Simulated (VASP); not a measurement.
# CO2 (Pa-3) in VASP: notebook

Runs on CO2. Level: PBE+D4. Tasks: relaxation of cell and atoms.

All numbers are computed with VASP 6.6.1; they aren't measurements. Logs are shortened: lines on timing, memory, paths and dates and some standing lists are left out, and cuts for length are marked.

### Step 1. The cell of the first run

The structure is cubic, space group Pa-3 (No. 205). The conventional cell has a = 5.288 Å, b = 5.288 Å, c = 5.288 Å, α = 90.00°, β = 90.00°, γ = 90.00°. Within 1.6 Å of C (site symmetry -3) lie 2 O at 1.17 Å. Within 1.6 Å of O (site symmetry 3) lie 1 C at 1.17 Å.

### Step 2. Relaxation of cell and atoms, PBE+D4, target pressure 3.45 GPa, at which the enthalpy is minimised

The input, INCAR:

```
PREC = Accurate
ENCUT = 600
EDIFF = 1E-6
ISMEAR = 0
SIGMA = 0.02
LREAL = F
LASPH = T
NELM = 100
ALGO = Normal
ISIF = 3
LWAVE = F
LCHARG = F
GGA = PE
IVDW = 13
IBRION = 2
NSW = 100
EDIFFG = -0.002
PSTRESS = 34.5
```

The input, KPOINTS:

```
Automatic mesh
0
Gamma
  4 4 4
```

The input, POSCAR:

```
CO2
1.0
    5.2876372084      0.0000000000      0.0000000000
    0.0000000000      5.2876372084      0.0000000000
    0.0000000000      0.0000000000      5.2876372084
C O
4 8
Direct
    0.0000000000      0.0000000000      0.0000000000
    0.5000000000      0.0000000000      0.5000000000
    0.5000000000      0.5000000000      0.0000000000
    0.0000000000      0.5000000000      0.5000000000
    0.1273345618      0.1273345618      0.1273345618
    0.3726654382      0.8726654382      0.6273345618
    0.6273345618      0.3726654382      0.8726654382
    0.8726654382      0.6273345618      0.3726654382
    0.8726654382      0.8726654382      0.8726654382
    0.6273345618      0.1273345618      0.3726654382
    0.3726654382      0.6273345618      0.1273345618
    0.1273345618      0.3726654382      0.6273345618
```

Potentials or basis: VASP PAW PBE potentials, release 64 (C, O).

The run is started by

```sh
$ cat potpaw_PBE.64/C/POTCAR potpaw_PBE.64/O/POTCAR > POTCAR
$ mpirun -np 1 vasp_std > vasp.out
```

OUTCAR:

```text
PREC = Accurate
   ENCUT = 600
   EDIFF = 1E-6
   ISMEAR = 0
   LREAL = F
   LASPH = T
   NELM = 100
   ISIF = 3
   GGA = PE
   IVDW = 13
   IBRION = 2
   NSW = 100
   EDIFFG = -0.002
   PSTRESS = 34.5

 ion  position               nearest neighbor table
   1  0.000  0.000  0.000-   5 1.17   9 1.17
   2  0.500  0.000  0.500-   6 1.17  10 1.17
   3  0.500  0.500  0.000-   7 1.17  11 1.17
   4  0.000  0.500  0.500-   8 1.17  12 1.17
   5  0.127  0.127  0.127-   1 1.17
   6  0.373  0.873  0.627-   2 1.17
   7  0.627  0.373  0.873-   3 1.17
   8  0.873  0.627  0.373-   4 1.17
   9  0.873  0.873  0.873-   1 1.17
  10  0.627  0.127  0.373-   2 1.17
  11  0.373  0.627  0.127-   3 1.17
  12  0.127  0.373  0.627-   4 1.17

  LATTYP: Found a simple cubic cell.
 ALAT       =     5.2876372084

  Lattice vectors:

 A1 = (   5.2876372084,   0.0000000000,   0.0000000000)
 A2 = (   0.0000000000,   5.2876372084,   0.0000000000)
 A3 = (   0.0000000000,   0.0000000000,   5.2876372084)

Analysis of symmetry for initial positions (statically):
=====================================================================
 Subroutine PRICEL returns:
 Original cell was already a primitive cell.

 Routine SETGRP: Setting up the symmetry group for a
 simple cubic supercell.

 Subroutine GETGRP returns: Found 24 space group operations
 (whereof  6 operations were pure point group operations)
 out of a pool of 48 trial point group operations.

The static configuration has the point symmetry S_6 .
 The point group associated with its full space group is T_h .

Analysis of symmetry for dynamics (positions and initial velocities):
=====================================================================
 Subroutine PRICEL returns:
 Original cell was already a primitive cell.

 Routine SETGRP: Setting up the symmetry group for a
 simple cubic supercell.

 Subroutine GETGRP returns: Found 24 space group operations
 (whereof  6 operations were pure point group operations)
 out of a pool of 48 trial point group operations.

The dynamic configuration has the point symmetry S_6 .
 The point group associated with its full space group is T_h .

 Subroutine INISYM returns: Found 24 space group operations
 (whereof  6 operations are pure point group operations),
 and found     1 'primitive' translations

----------------------------------------------------------------------------------------

                                     Primitive cell

  volume of cell :     147.8376

  direct lattice vectors                    reciprocal lattice vectors
     5.287637208  0.000000000  0.000000000     0.189120388  0.000000000  0.000000000
     0.000000000  5.287637208  0.000000000     0.000000000  0.189120388  0.000000000
     0.000000000  0.000000000  5.287637208     0.000000000  0.000000000  0.189120388

  length of vectors
     5.287637208  5.287637208  5.287637208     0.189120388  0.189120388  0.189120388

  position of ions in fractional coordinates (direct lattice)
     0.000000000  0.000000000  0.000000000
     0.500000000  0.000000000  0.500000000
     0.500000000  0.500000000  0.000000000
     0.000000000  0.500000000  0.500000000
     0.127334562  0.127334562  0.127334562
     0.372665438  0.872665438  0.627334562
     0.627334562  0.372665438  0.872665438
     0.872665438  0.627334562  0.372665438
     0.872665438  0.872665438  0.872665438
     0.627334562  0.127334562  0.372665438
     0.372665438  0.627334562  0.127334562
     0.127334562  0.372665438  0.627334562

  ion indices of the primitive-cell ions
   primitive index   ion index
                 1           1
                 2           2
                 3           3
                 4           4
                 5           5
                 6           6
                 7           7
                 8           8
                 9           9
                10          10
                11          11
                12          12

----------------------------------------------------------------------------------------

 KPOINTS: Automatic mesh

Automatic generation of k-mesh.
 Grid dimensions read from file:
 generate k-points for:    4    4    4

 Generating k-lattice:

  Cartesian coordinates                     Fractional coordinates (reciprocal lattice)
     0.047280097  0.000000000  0.000000000     0.250000000  0.000000000  0.000000000
     0.000000000  0.047280097  0.000000000     0.000000000  0.250000000  0.000000000
     0.000000000  0.000000000  0.047280097     0.000000000  0.000000000  0.250000000

  Length of vectors
     0.047280097  0.047280097  0.047280097

  Shift w.r.t. Gamma in fractional coordinates (k-lattice)
     0.000000000  0.000000000  0.000000000

 Subroutine IBZKPT returns following result:
 ===========================================

 Found     11 irreducible k-points:

 Following reciprocal coordinates:
            Coordinates               Weight
  0.000000  0.000000  0.000000      1.000000
  0.250000  0.000000  0.000000      6.000000
  0.500000  0.000000  0.000000      3.000000
  0.250000  0.250000  0.000000     12.000000
  0.500000  0.250000  0.000000      6.000000
 -0.250000  0.500000  0.000000      6.000000
  0.500000  0.500000  0.000000      3.000000
  0.250000  0.250000  0.250000      8.000000
  0.500000  0.250000  0.250000     12.000000
  0.500000  0.500000  0.250000      6.000000
  0.500000  0.500000  0.500000      1.000000
   k-points           NKPTS =     11   k-points in BZ     NKDIM =     11   number of bands    NBANDS=     39
   number of dos      NEDOS =    301   number of ions     NIONS =     12
   total plane-waves  NPLWV =  74088
   dimension x,y,z NGX =    42 NGY =   42 NGZ =   42
   dimension x,y,z NGXF=    84 NGYF=   84 NGZF=   84
   ions per type =               4   8
   NGX,Y,Z   is equivalent  to a cutoff of  13.21, 13.21, 13.21 a.u.
   NGXF,Y,Z  is equivalent  to a cutoff of  26.41, 26.41, 26.41 a.u.
 SYSTEM =  unknown system
   PREC   = accura    normal or accurate (medium, high low for compatibility)
   ISTART =      0    job   : 0-new  1-cont  2-samecut
   ICHARG =      2    charge: 1-file 2-atom 10-const
   ISPIN  =      1    spin polarized calculation?
   LNONCOLLINEAR =      F non collinear calculations
   LSORBIT =      F    spin-orbit coupling
   LASPH  =      T    aspherical Exc in radial PAW
   ENCUT  =  600.0 eV  44.10 Ry    6.64 a.u.  10.56 10.56 10.56*2*pi/ulx,y,z
   NELM   =    100;   NELMIN=  2; NELMDL= -5     # of ELM steps
   EDIFF  = 0.1E-05   stopping-criterion for ELM
   LREAL  =      F    real-space projection
   EDIFFG = -.2E-02   stopping-criterion for IOM
   NSW    =    100    number of steps for IOM
   IBRION =      2    ionic relax: 0-MD 1-quasi-New 2-CG
   NFREE  =      1    steps in history (QN), initial steepest desc. (CG)
   ISIF   =      3    stress and relaxation
   ISYM   =      2    0-nonsym 1-usesym 2-fastsym
   POTIM  = 0.5000    time-step for ionic-motion
   TEBEG  =    0.0;   TEEND  =   0.0 temperature during run
   PSTRESS=   34.5 pullay stress
   NELECT =      64.0000    total number of electrons
   NUPDOWN=      -1.0000    fix difference up-down
   EMIN   =  10.00;   EMAX   =-10.00  energy-range for DOS
   EFERMI =   0.00;   METHOD = LEGACY
   ISMEAR =     0;   SIGMA  =   0.02  broadening in eV -4-tet -1-fermi 0-gaus
   EFERMI_NEDOS =   21; number of points for ismear=-14 and -15
   IALGO  =     38    algorithm
   IMIX   =      4    mixing-type and parameters
     AMIX     =   0.40;   BMIX     =  1.00
     AMIX_MAG =   1.60;   BMIX_MAG =  1.00
  volume/ion in A,a.u.               =      12.32        83.14
  Fermi-wavevector in a.u.,A,eV,Ry     =   1.238435  2.340303 20.867540  1.533721
  Thomas-Fermi vector in A             =   2.372960
   LORBIT       =      0    0 simple, 1 ext, 2 COOP (PROOUT), +10 PAW based schemes
   GGA     = PE    functional components
   LHFCALC =     F    Hartree Fock is set to
   AEXX    =    0.0000 exact exchange contribution
   IVDW    =    13    specifies the selected vdW correction
   LEPSILON=     F    determine dielectric tensor
   LRPA    =     F    only Hartree local field effects (RPA)
 conjugate gradient relaxation of ions
 non-spin polarized calculation
 Gauss-broadening in eV      SIGMA  =   0.02
  energy-cutoff  :      600.00
  volume of cell :      147.84
 maximum number of plane-waves:      4972
   NGX = 21   NGY = 21   NGZ = 21

--------------------------------------- Ionic step        1  -------------------------------------------

 number of electron      64.0000003 magnetization

 Free energy of the ion-electron system (eV)
  ---------------------------------------------------
  ext. energy  EPLUGINS =         0.00000000
  ---------------------------------------------------
  free energy    TOTEN  =       -91.66349189 eV

  energy without entropy =      -91.66349189  energy(sigma->0) =      -91.66349189

------------------------ aborting loop because EDIFF is reached ----------------------------------------

  DFT-D4 for vdW energy calculation

  Edisp (eV):   -1.09488

  FORCE on cell =-STRESS in cart. coord.  units (eV):
  Direction    XX          YY          ZZ          XY          YZ          ZX
  --------------------------------------------------------------------------------------
  -------------------------------------------------------------------------------------
  Total       4.54728     4.54728     4.54728    -0.00000     0.00000     0.00000
  in kB      49.28077    49.28077    49.28077    -0.00000     0.00000     0.00000
  external pressure =       14.78 kB  Pullay stress =       34.50 kB
[... 131 lines left out ...]
  FREE ENERGIE OF THE ION-ELECTRON SYSTEM (eV)
  ---------------------------------------------------
  free  energy   TOTEN  =       -92.7790698688 eV

  energy  without entropy=      -92.7790698688  energy(sigma->0) =      -92.77906987

  enthalpy is  TOTEN    =       -89.5876958444 eV   P V=        3.1913740244

[... ionic steps 4 to 7 ...]

--------------------------------------- Ionic step        8  -------------------------------------------

 number of electron      64.0000005 magnetization

------------------------ aborting loop because EDIFF is reached ----------------------------------------

  DFT-D4 for vdW energy calculation

  Edisp (eV):   -1.11671
[... 93 lines left out ...]
  enthalpy is  TOTEN    =       -89.5925856129 eV   P V=        3.1254775997

--------------------------------------- Ionic step       10  -------------------------------------------

 number of electron      64.0000005 magnetization

 Free energy of the ion-electron system (eV)
  ---------------------------------------------------
  ext. energy  EPLUGINS =         0.00000000
  ---------------------------------------------------
  free energy    TOTEN  =       -91.60108958 eV

  energy without entropy =      -91.60108958  energy(sigma->0) =      -91.60108958

 E-fermi :  -2.1996     XC(G=0):  -8.8394

 val. band max:       -2.3148168682   @ k =   0.0000   0.0000   0.0000
 cond. band min:       4.6509160037   @ k =   0.0000   0.0000   0.0000
 fundamental gap:      6.9657328719
 Fermi energy:        -2.1995596509

 k-point     1 :       0.0000    0.0000    0.0000
  band No.  band energies     occupation
      1     -23.2197      2.00000
      2     -22.7919      2.00000
      3     -22.7919      2.00000
      4     -22.7919      2.00000
      5     -21.9329      2.00000
      6     -21.9329      2.00000
[... 494 lines left out ...]
  FREE ENERGIE OF THE ION-ELECTRON SYSTEM (eV)
  ---------------------------------------------------
  free  energy   TOTEN  =       -92.7177639557 eV

  energy  without entropy=      -92.7177639557  energy(sigma->0) =      -92.71776396

  enthalpy is  TOTEN    =       -89.5931546941 eV   P V=        3.1246092616

 reached required accuracy - stopping structural energy minimisation
```

Run time: 4 min. Hardware: 1 thread of AMD EPYC 9R14 (Zen 4), shared host; peak memory 0.25 GiB.

Results:

* Free energy: -92.7178 eV
* Relaxed volume: 12.09 Å³/atom
* Relaxed cell: a = 5.255 Å, b = 5.255 Å, c = 5.255 Å, α = 90.00°, β = 90.00°, γ = 90.00°
* Space group after relaxing (to 0.1 Å): Pa-3 (No. 205)
* Energy change on relaxing (the run minimises the enthalpy): +3.4 meV/atom
* Ionic steps: 10
* Pressure after relaxing: 3.4 GPa
* Band gap on the k mesh: 6.97 eV
* Dispersion energy per atom: -0.093 eV

The path:
| step | energy change (eV) | largest force (eV/Å) | pressure (GPa) | volume (Å³) |
| --- | --- | --- | --- | --- |
| 1 | 0.0000 | 0.6139 | 4.93 | 147.84 |
| 2 | 0.3004 | 2.8521 | -6.72 | 150.28 |
| 3 | -0.0207 | 0.0166 | 2.95 | 148.21 |
| 4 | -0.0205 | 0.0286 | 3.00 | 148.20 |
| 5 | -0.0096 | 0.0252 | 3.09 | 147.61 |
| 6 | 0.0248 | 0.0173 | 3.36 | 145.86 |
| 7 | 0.0427 | 0.0128 | 3.51 | 145.01 |
| 8 | 0.0407 | 0.0136 | 3.49 | 145.10 |
| 9 | 0.0403 | 0.1218 | 3.04 | 145.15 |
| 10 | 0.0406 | 0.0003 | 3.44 | 145.11 |

Final structure:
```xyz
12
Lattice="5.2549 0.0000 0.0000 0.0000 5.2549 0.0000 0.0000 0.0000 5.2549" Properties=species:S:1:pos:R:3 pbc="T T T"
C     0.0000    0.0000    0.0000
C     2.6274    0.0000    2.6274
C     2.6274    2.6274    0.0000
C     0.0000    2.6274    2.6274
O     0.6764    0.6764    0.6764
O     1.9510    4.5785    3.3038
O     3.3038    1.9510    4.5785
O     4.5785    3.3038    1.9510
O     4.5785    4.5785    4.5785
O     3.3038    0.6764    1.9510
O     1.9510    3.3038    0.6764
O     0.6764    1.9510    3.3038
```

Caveat: the cell is relaxed towards a set pressure, so the run minimises the enthalpy, not the energy. As with any semilocal functional, this PBE gap is likely too small.

### Step 3. Relaxation of cell and atoms, PBE+D4, target pressure 3.45 GPa, at which the enthalpy is minimised

This run uses another cell than the first one, of 14.87 Å³/atom.

The input, INCAR:

```
ALGO = Normal
EDIFF = 1E-6
EDIFFG = -0.05
ENCUT = 600
GGA = PE
IBRION = 2
ISIF = 3
ISMEAR = 0
IVDW = 13
LASPH = True
LCHARG = False
LREAL = False
LWAVE = False
NELM = 100
NSW = 100
PREC = Accurate
PSTRESS = 34.5
SIGMA = 0.1
```

The input, KPOINTS:

```
k-points
0
Gamma
  4 4 4
```

The input, POSCAR:

```
CO2
1.0
    5.6300000000      0.0000000000      0.0000000000
    0.0000000000      5.6300000000      0.0000000000
    0.0000000000      0.0000000000      5.6300000000
C O
4 8
Direct
    0.0000000000      0.0000000000      0.0000000000
    0.5000000000      0.0000000000      0.5000000000
    0.5000000000      0.5000000000      0.0000000000
    0.0000000000      0.5000000000      0.5000000000
    0.1080000000      0.1080000000      0.1080000000
    0.3920000000      0.8920000000      0.6080000000
    0.6080000000      0.3920000000      0.8920000000
    0.8920000000      0.6080000000      0.3920000000
    0.8920000000      0.8920000000      0.8920000000
    0.6080000000      0.1080000000      0.3920000000
    0.3920000000      0.6080000000      0.1080000000
    0.1080000000      0.3920000000      0.6080000000
```

Potentials or basis: VASP PAW PBE potentials, release 64 (C, O).

The run is started by

```sh
$ cat potpaw_PBE.64/C/POTCAR potpaw_PBE.64/O/POTCAR > POTCAR
$ mpirun -np 1 vasp_std > vasp.out
```

Run time: 19 min. Hardware: 1 thread of AMD EPYC 9R14 (Zen 4), shared host; peak memory 0.33 GiB.

The run converged. Its results:

* Free energy: -92.8204 eV
* Relaxed volume: 12.12 Å³/atom
* Relaxed cell: a = 5.258 Å, b = 5.258 Å, c = 5.258 Å, α = 90.00°, β = 90.00°, γ = 90.00°
* Space group after relaxing (to 0.1 Å): Pa-3 (No. 205)
* Energy change on relaxing (the run minimises the enthalpy): -654.2 meV/atom
* Ionic steps: 23
* Pressure after relaxing: 3.5 GPa
* Largest force after relaxing: 0.045 eV/Å
* Band gap on the k mesh: 6.97 eV
* Dispersion energy per atom: -0.093 eV

Forces on the atoms (eV/Å):
```
C    0.000  0.000  0.000
C    0.000  0.000  0.000
C    0.000  0.000  0.000
C    0.000  0.000  0.000
O    0.026  0.026  0.026
O   -0.026 -0.026  0.026
O    0.026 -0.026 -0.026
O   -0.026  0.026 -0.026
O   -0.026 -0.026 -0.026
O    0.026  0.026 -0.026
O   -0.026  0.026  0.026
O    0.026 -0.026  0.026
```

Step by step:
```tsv
step	energy change (eV)	largest force (eV/Å)	pressure (GPa)	volume (Å³)
1	0.0000	19.2134	47.47	178.45
2	58.8306	1.6283	-15.42	306.14
3	53.7785	2.9518	-17.30	282.15
4	45.6165	5.7776	-22.91	258.58
5	16.9936	10.9622	-33.61	216.05
6	-0.0897	9.7025	-28.13	196.65
7	-6.3262	5.7279	-16.21	187.41
8	-7.9000	2.1765	-6.15	182.89
9	-8.1058	0.1272	0.21	180.66
10	-8.1040	0.2556	0.56	180.55
11	-8.1031	0.3034	0.69	180.51
12	-8.0998	0.4328	1.31	175.00
13	-8.0119	0.9160	4.09	159.15
14	-7.1792	2.2949	15.70	130.38
15	-7.8235	1.6147	7.88	148.88
16	-7.8332	1.3761	7.29	148.02
17	-7.8342	0.6888	5.60	145.47
18	-7.7166	0.5849	2.47	140.45
19	-7.8006	0.1159	4.23	143.21
20	-7.8030	0.1462	4.29	143.32
21	-7.8084	0.1350	4.19	143.55
22	-7.8228	0.1047	3.96	144.16
23	-7.8500	0.0452	3.52	145.39
```

Final structure:
```yaml
crystal:
  lattice:
    - [5.25830, 0.00000, 0.00000]
    - [0.00000, 5.25830, 0.00000]
    - [0.00000, 0.00000, 5.25830]
  atoms:
    - { symbol: C, position: [0.00000, 0.00000, 0.00000] }
    - { symbol: C, position: [0.50000, 0.00000, 0.50000] }
    - { symbol: C, position: [0.50000, 0.50000, 0.00000] }
    - { symbol: C, position: [0.00000, 0.50000, 0.50000] }
    - { symbol: O, position: [0.12858, 0.12858, 0.12858] }
    - { symbol: O, position: [0.37142, 0.87142, 0.62858] }
    - { symbol: O, position: [0.62858, 0.37142, 0.87142] }
    - { symbol: O, position: [0.87142, 0.62858, 0.37142] }
    - { symbol: O, position: [0.87142, 0.87142, 0.87142] }
    - { symbol: O, position: [0.62858, 0.12858, 0.37142] }
    - { symbol: O, position: [0.37142, 0.62858, 0.12858] }
    - { symbol: O, position: [0.12858, 0.37142, 0.62858] }
```

Levels at points of the mesh, in eV from the valence-band top:
```csv
k point,band 29,band 30,band 31,band 32,band 33,band 34,band 35,band 36
"(0.00, 0.00, 0.00)",-0.31,-0.31,0.00,0.00,6.97,7.67,7.67,7.67
"(0.50, 0.00, 0.00)",-0.46,-0.46,-0.10,-0.10,7.61,7.61,7.94,7.94
"(0.50, 0.50, 0.00)",-0.41,-0.41,-0.41,-0.41,7.62,7.62,7.62,7.62
"(0.50, 0.50, 0.50)",-0.49,-0.49,-0.49,-0.49,7.57,7.57,7.57,7.57
```

Caveat: the cell is relaxed towards a set pressure, so the run minimises the enthalpy, not the energy; the volume moved by over 15 % at a fixed basis, so the end points are rough; the relaxation stopped at a loose force limit of 0.05 eV/Å, so its end isn't a converged minimum. As with any semilocal functional, this PBE gap is likely too small.
